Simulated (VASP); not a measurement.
# MgS (Fm-3m) in VASP: single point with r2SCAN

Aim: the single point of MgS with r2SCAN.

All numbers are computed with VASP 6.6.1; they aren't measurements. Logs are shortened: lines on timing, memory, paths and dates and some standing lists are left out, and cuts for length are marked.

## 1. The cell of the first run

The structure is cubic, space group Fm-3m (No. 225). Conventional cell: a = 5.203 Å, b = 5.203 Å, c = 5.203 Å, α = 90.00°, β = 90.00°, γ = 90.00°. Mg (site symmetry m-3m) has 6 S at 2.60 Å within 3.4 Å. Within 3.4 Å of S (site symmetry m-3m) lie 6 Mg at 2.60 Å.

## 2. Single point, r2SCAN

File POSCAR:

```
MgS
1.0
    0.0000000000      2.6015177399      2.6015177399
    2.6015177399      0.0000000000      2.6015177399
    2.6015177399      2.6015177399      0.0000000000
Mg S
1 1
Direct
    0.0000000000      0.0000000000      0.0000000000
    0.5000000000      0.5000000000      0.5000000000
```

File INCAR.step1:

```
SYSTEM = MgS
  PREC = Accurate
  ENCUT = 920
  ISMEAR = -1
  SIGMA = 0.2
  LREAL = .False.
  LASPH = .True.
  NELM = 120
  NBANDS = 15
  GGA = PE
  ALGO = Normal
  EDIFF = 1E-5
  LWAVE = .True.
  LCHARG = .False.
  GGA_COMPAT = .False.
```

File INCAR.step2:

```
SYSTEM = MgS
  PREC = Accurate
  ENCUT = 920
  EDIFF = 1E-6
  ISMEAR = -1
  SIGMA = 0.2
  LREAL = .False.
  LASPH = .True.
  NELM = 120
  ALGO = Normal
  ISIF = 2
  LWAVE = .False.
  LCHARG = .False.
  METAGGA = R2SCAN
  LMIXTAU = .True.
  NBANDS = 15
  ISTART = 1
  GGA_COMPAT = .False.
```

File KPOINTS:

```
Automatic mesh
0
Gamma
  6 6 6
  0 0 0
```

Potentials or basis: VASP PAW PBE potentials, release 64 (Mg_sv, S).

Started as:

```
$ cat potpaw_PBE.64/Mg_sv/POTCAR potpaw_PBE.64/S/POTCAR > POTCAR
$ cp INCAR.step1 INCAR
$ mpirun -np 1 vasp_std > vasp.out
$ cp INCAR.step2 INCAR
$ mpirun -np 1 vasp_std > vasp.out
```

OUTCAR:

```text
SYSTEM = MgS
   PREC = Accurate
   ENCUT = 920
   EDIFF = 1E-6
   ISMEAR = -1
   LREAL = .False.
   LASPH = .True.
   NELM = 120
   ISIF = 2
   METAGGA = R2SCAN
   ISTART = 1

 ion  position               nearest neighbor table
   1  0.000  0.000  0.000-
   2  0.500  0.500  0.500-

  LATTYP: Found a face centered cubic cell.
 ALAT       =     5.2030354798

  Lattice vectors:

 A1 = (   0.0000000000,   2.6015177399,   2.6015177399)
 A2 = (   2.6015177399,   0.0000000000,   2.6015177399)
 A3 = (   2.6015177399,   2.6015177399,   0.0000000000)

Analysis of symmetry for initial positions (statically):
=====================================================================
 Subroutine PRICEL returns:
 Original cell was already a primitive cell.

 Routine SETGRP: Setting up the symmetry group for a
 face centered cubic supercell.

 Subroutine GETGRP returns: Found 48 space group operations
 (whereof 48 operations were pure point group operations)
 out of a pool of 48 trial point group operations.

The static configuration has the point symmetry O_h .

Analysis of symmetry for dynamics (positions and initial velocities):
=====================================================================
 Subroutine PRICEL returns:
 Original cell was already a primitive cell.

 Routine SETGRP: Setting up the symmetry group for a
 face centered cubic supercell.

 Subroutine GETGRP returns: Found 48 space group operations
 (whereof 48 operations were pure point group operations)
 out of a pool of 48 trial point group operations.

The dynamic configuration has the point symmetry O_h .

 Subroutine INISYM returns: Found 48 space group operations
 (whereof 48 operations are pure point group operations),
 and found     1 'primitive' translations

----------------------------------------------------------------------------------------

                                     Primitive cell

  volume of cell :      35.2136

  direct lattice vectors                    reciprocal lattice vectors
     0.000000000  2.601517740  2.601517740    -0.192195499  0.192195499  0.192195499
     2.601517740  0.000000000  2.601517740     0.192195499 -0.192195499  0.192195499
     2.601517740  2.601517740  0.000000000     0.192195499  0.192195499 -0.192195499

  length of vectors
     3.679101671  3.679101671  3.679101671     0.332892369  0.332892369  0.332892369

  position of ions in fractional coordinates (direct lattice)
     0.000000000  0.000000000  0.000000000
     0.500000000  0.500000000  0.500000000

  ion indices of the primitive-cell ions
   primitive index   ion index
                 1           1
                 2           2

----------------------------------------------------------------------------------------

 KPOINTS: Automatic mesh

Automatic generation of k-mesh.
 Grid dimensions read from file:
 generate k-points for:    6    6    6

 Generating k-lattice:

  Cartesian coordinates                     Fractional coordinates (reciprocal lattice)
    -0.032032583  0.032032583  0.032032583     0.166666667  0.000000000  0.000000000
     0.032032583 -0.032032583  0.032032583     0.000000000  0.166666667  0.000000000
     0.032032583  0.032032583 -0.032032583     0.000000000  0.000000000  0.166666667

  Length of vectors
     0.055482062  0.055482062  0.055482062

  Shift w.r.t. Gamma in fractional coordinates (k-lattice)
     0.000000000  0.000000000  0.000000000

 Subroutine IBZKPT returns following result:
 ===========================================

 Found     16 irreducible k-points:

 Following reciprocal coordinates:
            Coordinates               Weight
  0.000000  0.000000  0.000000      1.000000
  0.166667  0.000000  0.000000      8.000000
  0.333333  0.000000  0.000000      8.000000
  0.500000  0.000000  0.000000      4.000000
  0.166667  0.166667  0.000000      6.000000
  0.333333  0.166667  0.000000     24.000000
[... 8 lines left out ...]
 -0.333333  0.333333  0.166667     24.000000
 -0.333333  0.500000  0.166667     12.000000
   k-points           NKPTS =     16   k-points in BZ     NKDIM =     16   number of bands    NBANDS=     15
   number of dos      NEDOS =    301   number of ions     NIONS =      2
   total plane-waves  NPLWV =  46656
   dimension x,y,z NGX =    36 NGY =   36 NGZ =   36
   dimension x,y,z NGXF=    72 NGYF=   72 NGZF=   72
   ions per type =               1   1
   NGX,Y,Z   is equivalent  to a cutoff of  16.27, 16.27, 16.27 a.u.
   NGXF,Y,Z  is equivalent  to a cutoff of  32.53, 32.53, 32.53 a.u.
 SYSTEM =  MgS
   PREC   = accura    normal or accurate (medium, high low for compatibility)
   ISTART =      1    job   : 0-new  1-cont  2-samecut
   ICHARG =      0    charge: 1-file 2-atom 10-const
   ISPIN  =      1    spin polarized calculation?
   LNONCOLLINEAR =      F non collinear calculations
   LSORBIT =      F    spin-orbit coupling
   LASPH  =      T    aspherical Exc in radial PAW
   ENCUT  =  920.0 eV  67.62 Ry    8.22 a.u.   9.10  9.10  9.10*2*pi/ulx,y,z
   NELM   =    120;   NELMIN=  2; NELMDL=  0     # of ELM steps
   EDIFF  = 0.1E-05   stopping-criterion for ELM
   LREAL  =      F    real-space projection
[... 7 lines left out ...]
   TEBEG  =    0.0;   TEEND  =   0.0 temperature during run
   PSTRESS=    0.0 pullay stress
   NELECT =      16.0000    total number of electrons
   NUPDOWN=      -1.0000    fix difference up-down
   EMIN   =  10.00;   EMAX   =-10.00  energy-range for DOS
   EFERMI =   0.00;   METHOD = LEGACY
   ISMEAR =    -1;   SIGMA  =   0.20  broadening in eV -4-tet -1-fermi 0-gaus
   EFERMI_NEDOS =   21; number of points for ismear=-14 and -15
   IALGO  =     38    algorithm
   IMIX   =      4    mixing-type and parameters
     AMIX     =   0.40;   BMIX     =  1.00
     AMIX_MAG =   1.60;   BMIX_MAG =  1.00
  volume/ion in A,a.u.               =      17.61       118.82
  Fermi-wavevector in a.u.,A,eV,Ry     =   1.258572  2.378356 21.551673  1.584003
  Thomas-Fermi vector in A             =   2.392175
   LORBIT       =      0    0 simple, 1 ext, 2 COOP (PROOUT), +10 PAW based schemes
   METAGGA = R2SCAN    functional components
   LHFCALC =     F    Hartree Fock is set to
   AEXX    =    0.0000 exact exchange contribution
   IVDW    =     0    specifies the selected vdW correction
   LEPSILON=     F    determine dielectric tensor
   LRPA    =     F    only Hartree local field effects (RPA)
 non-spin polarized calculation
  energy-cutoff  :      920.00
  volume of cell :       35.21
 maximum number of plane-waves:      2252
   NGX = 19   NGY = 19   NGZ = 19

 number of electron      16.0000003 magnetization

 Free energy of the ion-electron system (eV)
  ---------------------------------------------------
  ext. energy  EPLUGINS =         0.00000000
  ---------------------------------------------------
  free energy    TOTEN  =       -15.54524902 eV

  energy without entropy =      -15.54520113  energy(sigma->0) =      -15.54522507

 E-fermi :   5.2754     XC(G=0): -10.3300

 val. band max:        3.3618852635   @ k =   0.0000   0.0000   0.0000
 cond. band min:       6.8579954792   @ k =   0.5000   0.5000   0.0000
 fundamental gap:      3.4961102157
 Fermi energy:         5.2754368384

 k-point     1 :       0.0000    0.0000    0.0000
  band No.  band energies     occupation
      1     -74.2403      2.00000
      2     -39.3472      2.00000
      3     -39.3472      2.00000
      4     -39.3472      2.00000
      5      -9.8188      2.00000
      6       3.3619      1.99986
      7       3.3619      1.99986
      8       3.3619      1.99986
      9       8.0200      0.00000
     10      11.8902      0.00000
     11      11.8902      0.00000
     12      11.8902      0.00000
     13      14.3087      0.00000
     14      14.3087      0.00000
     15      16.8892      0.00000

 k-point     2 :       0.1667    0.0000    0.0000
  band No.  band energies     occupation
      1     -74.2402      2.00000
      2     -39.3489      2.00000
      3     -39.3474      2.00000
      4     -39.3474      2.00000
      5      -9.5471      2.00000
      6       1.7710      2.00000
      7       3.1844      1.99994
      8       3.1844      1.99994
      9       9.0332      0.00000
     10      11.6967      0.00000
     11      12.1836      0.00000
     12      12.1836      0.00000
     13      13.6787      0.00000
     14      13.6787      0.00000
     15      16.9666      0.00000

 k-point     3 :       0.3333    0.0000    0.0000
  band No.  band energies     occupation
      1     -74.2400      2.00000
      2     -39.3521      2.00000
      3     -39.3479      2.00000
      4     -39.3479      2.00000
      5      -8.8948      2.00000
      6      -0.4900      2.00000
      7       2.8753      1.99999
      8       2.8753      1.99999
      9       8.8527      0.00000
     10      11.3305      0.00000
     11      11.3305      0.00000
     12      13.7344      0.00000
     13      15.6117      0.00000
     14      15.6117      0.00000
     15      16.0264      0.00000

 k-point     4 :       0.5000    0.0000    0.0000
  band No.  band energies     occupation
      1     -74.2400      2.00000
      2     -39.3538      2.00000
      3     -39.3481      2.00000
      4     -39.3481      2.00000
      5      -8.4822      2.00000
      6      -1.5062      2.00000
      7       2.7383      1.99999
      8       2.7383      1.99999
      9       8.5853      0.00000
     10      10.8939      0.00000
     11      10.8939      0.00000
     12      14.7050      0.00000
     13      16.5969      0.00000
     14      18.4552      0.00000
     15      18.4552      0.00000
[... 163 lines left out ...]
 k-point    14 :       0.5000    0.3333    0.1667
  band No.  band energies     occupation
      1     -74.2400      2.00000
      2     -39.3520      2.00000
      3     -39.3498      2.00000
      4     -39.3487      2.00000
      5      -8.4534      2.00000
      6      -0.3449      2.00000
      7       1.1393      2.00000
      8       2.1108      2.00000
      9       9.3738      0.00000
     10      10.5805      0.00000
     11      11.4178      0.00000
     12      14.0578      0.00000
     13      15.7337      0.00000
     14      19.2319      0.00000
     15      19.7151      0.00000

 k-point    15 :      -0.3333    0.3333    0.1667
  band No.  band energies     occupation
      1     -74.2399      2.00000
      2     -39.3522      2.00000
      3     -39.3505      2.00000
      4     -39.3490      2.00000
      5      -8.1742      2.00000
      6      -0.5932      2.00000
      7       0.6113      2.00000
      8       1.7632      2.00000
      9       9.3866      0.00000
     10      10.7655      0.00000
     11      12.7861      0.00000
     12      13.0329      0.00000
     13      16.5066      0.00000
     14      18.4649      0.00000
     15      19.9367      0.00000

 k-point    16 :      -0.3333    0.5000    0.1667
  band No.  band energies     occupation
      1     -74.2399      2.00000
      2     -39.3521      2.00000
      3     -39.3505      2.00000
      4     -39.3497      2.00000
      5      -8.0705      2.00000
      6      -0.4496      2.00000
      7       0.7416      2.00000
      8       1.1582      2.00000
      9       8.4716      0.00000
     10      10.1640      0.00000
     11      13.3270      0.00000
     12      13.9686      0.00000
     13      18.4032      0.00000
     14      19.5594      0.00000
     15      19.8268      0.00000

------------------------ aborting loop because EDIFF is reached ----------------------------------------

  FORCE on cell =-STRESS in cart. coord.  units (eV):
  Direction    XX          YY          ZZ          XY          YZ          ZX
  --------------------------------------------------------------------------------------
  -------------------------------------------------------------------------------------
  Total        0.0265873      0.0265873      0.0265873      0.0000000      0.0000000      0.0000000
  in kB        1.2096890      1.2096890      1.2096890      0.0000000      0.0000000      0.0000000
  external PRESSURE =       1.2096890 kB  Pullay stress =       0.0000000 kB

 VOLUME and BASIS-vectors are now :
 -----------------------------------------------------------------------------
  energy-cutoff  :      920.00
  volume of cell :       35.21
      direct lattice vectors                 reciprocal lattice vectors
     0.000000000  2.601517740  2.601517740    -0.192195499  0.192195499  0.192195499
     2.601517740  0.000000000  2.601517740     0.192195499 -0.192195499  0.192195499
     2.601517740  2.601517740  0.000000000     0.192195499  0.192195499 -0.192195499

 POSITION                                       TOTAL-FORCE (eV/Angst)
 -----------------------------------------------------------------------------------
      0.00000      0.00000      0.00000         0.000000     -0.000000     -0.000000
      2.60152      2.60152      2.60152        -0.000000      0.000000      0.000000
 -----------------------------------------------------------------------------------
    total drift:                                0.000000      0.000000      0.000000

  FREE ENERGIE OF THE ION-ELECTRON SYSTEM (eV)
  ---------------------------------------------------
  free  energy   TOTEN  =       -15.5452490154 eV

  energy  without entropy=      -15.5452011281  energy(sigma->0) =      -15.54522507
```

It took 38 s on 1 thread of Intel Xeon 6975P-C (Granite Rapids), shared host; peak memory 0.22 GiB.

Results:

- Free energy: -15.5452 eV
- Pressure: 0.1 GPa
- Band gap on the k mesh: 3.50 eV (least direct gap 4.66 eV)

Levels at points of the mesh, in eV from the valence-band top:
```
           k point  band 5  band 6  band 7  band 8  band 9  band 10  band 11  band 12
(0.00, 0.00, 0.00)  -13.18    0.00    0.00    0.00    4.66     8.53     8.53     8.53
(0.50, 0.00, 0.00)  -11.84   -4.87   -0.62   -0.62    5.22     7.53     7.53    11.34
(0.50, 0.50, 0.00)  -11.47   -4.27   -1.72   -1.72    3.50     4.92    13.16    13.50
```

Caveat: the PAW data sets were made with another functional, which shifts forces and pressure a little. A k mesh can miss the band edges.
